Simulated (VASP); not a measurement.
Runs of VASP 6.6.1 on Os. The structure is that of space group Fd-3m (No. 227), or close to it. The cells are those of the table. This isn't the form of Os at room conditions, which is hcp.

| cell | k mesh | gap on the mesh (eV) | pressure (GPa) |
| --- | --- | --- | --- |
| a = 3.941 Å, angles 60.0°, 2 atoms | 16 × 16 × 16 | none | -1.1 |
| a = 3.777 Å, angles 60.0°, 2 atoms | 11 × 11 × 11 | none | (b) |
| a = 3.833 Å, angles 60.0°, 2 atoms | 11 × 11 × 11 | none | 18.5 |
| a = 4.093 Å, angles 60.0°, 2 atoms | 11 × 11 × 11 | none | -17.9 |
| a = 3.941 Å, angles 60.0°, 2 atoms | 11 × 11 × 11 | none | -1.1 |
| a = 3.993 Å, angles 60.0°, 2 atoms | 11 × 11 × 11 | none | (a) |
| a = 3.888 Å, angles 60.0°, 2 atoms | 11 × 11 × 11 | none | 7.6 |
| a = 4.044 Å, angles 60.0°, 2 atoms | 11 × 11 × 11 | none | -13.5 |

Alike in all rows: task single point; level revPBE; potentials or basis VASP PAW PBE potentials, release 64 (Os); no spin polarisation; cutoff (eV) 520; smearing fermi-dirac 0.1 eV.

Problem. Estimate the missing entries.

Solution. (a) -8.0; (b) 32.0.

Caveats: the PAW data sets were made with another functional, which shifts forces and pressure a little; spin-orbit coupling is left out, which moves the levels of the heavy elements; the cell stands under pressure (at least some runs); the cell stands under tension (at least some runs).

A k mesh can miss the band edges, and the runs leave out spin-orbit coupling on Os.

A gap of «none» marks levels without a gap at the run's occupations.
